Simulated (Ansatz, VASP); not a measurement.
One calculation of Y, two programs

File INCAR:

```
SYSTEM = Y
PREC     = Accurate       ! precision mode
ENCUT    = 600            ! plane-wave cutoff, eV
EDIFF    = 1E-6           ! SCF threshold, eV
ISMEAR   = -1             ! smearing method
SIGMA    = 0.1            ! smearing width, eV
LREAL    = .FALSE.        ! projectors in reciprocal space
LASPH    = .TRUE.         ! aspherical terms in the spheres
NELM     = 80             ! most SCF steps
ALGO     = Normal         ! electronic algorithm
ISIF     = 3              ! what is computed and relaxed
LWAVE    = .FALSE.        ! write WAVECAR
LCHARG   = .FALSE.        ! write CHGCAR
GGA      = B5             ! functional
ALDAX    = 1.0          
AGGAX    = 1.0          
AGGAC    = 1.0          
ALDAC    = 0.0          
IBRION   = 2              ! ionic algorithm
NSW      = 80             ! ionic steps
EDIFFG   = -0.01          ! ionic threshold
```

Contents of KPOINTS:

```
Automatic mesh
0
G
  10 10 3
  0 0 0
```

Contents of POSCAR:

```
Y
1.0
    3.6007546460      0.0000000000      0.0000000000
   -1.8003773230      3.1183449962      0.0000000000
    0.0000000000      0.0000000000     11.7600646738
Y
4
Direct
    0.0000000000      0.0000000000      0.0000000000
    0.0000000000      0.0000000000      0.5000000000
    0.3333333333      0.6666666667      0.2500000000
    0.6666666667      0.3333333333      0.7500000000
```

Input for Ansatz:

```yaml
crystal:
  lattice:
    - [3.600754646, 0.0, 0.0]
    - [-1.800377323, 3.1183449962, 0.0]
    - [0.0, 0.0, 11.7600646738]
  atoms:
    - { symbol: "Y", position: [0.0, 0.0, 0.0] }
    - { symbol: "Y", position: [0.0, 0.0, 0.5] }
    - { symbol: "Y", position: [0.3333333333, 0.6666666667, 0.25] }
    - { symbol: "Y", position: [0.6666666667, 0.3333333333, 0.75] }
hamiltonian:
  xc: blyp
  pseudopotentials:
    kind: paw
    azcp:
      "Y": "pseudopotentials/Y.paw.azcp"
basis:
  ecutwfc: 420
  fft_grid_basis: typed
kpoints:
  mp_grid: { grid: [10, 10, 3], shift: [0, 0, 0] }
magnetization:
  spin_polarized: false
scf:
  occupations: { method: fermi_dirac, width: 0.1 }
relax:
  max_steps: 60
  f_tol: 0.01
  cell: {}
output:
  write_density: true
  write_potential: true
  elf: true
  volumetric_format: npy
```

Alike in both runs: task relaxation of cell and atoms; functional BLYP; k mesh 10 × 10 × 3; occupations fermi-dirac, width 0.1 eV; no spin polarisation.

|  | VASP | Ansatz |
| --- | --- | --- |
| version | VASP 6.6.1 | Ansatz 0.2.0 |
| potentials or method | VASP PAW PBE potentials, release 64 (Y_sv), cutoff 600 eV | plane waves (420 eV) with PAW, scalar-relativistic |
| valence electrons in the cell | 44 | 44 |

|  | VASP | Ansatz | Ansatz less VASP |
| --- | --- | --- | --- |
| relaxed volume (Å³/atom) | 33.44 | 33.49 | +0.049 |
| relaxed length of the cell vector where the two differ most in proportion (Å) | 3.638 | 3.640 | +0.0018 |

VASP's potentials were made for PBE, not for BLYP.
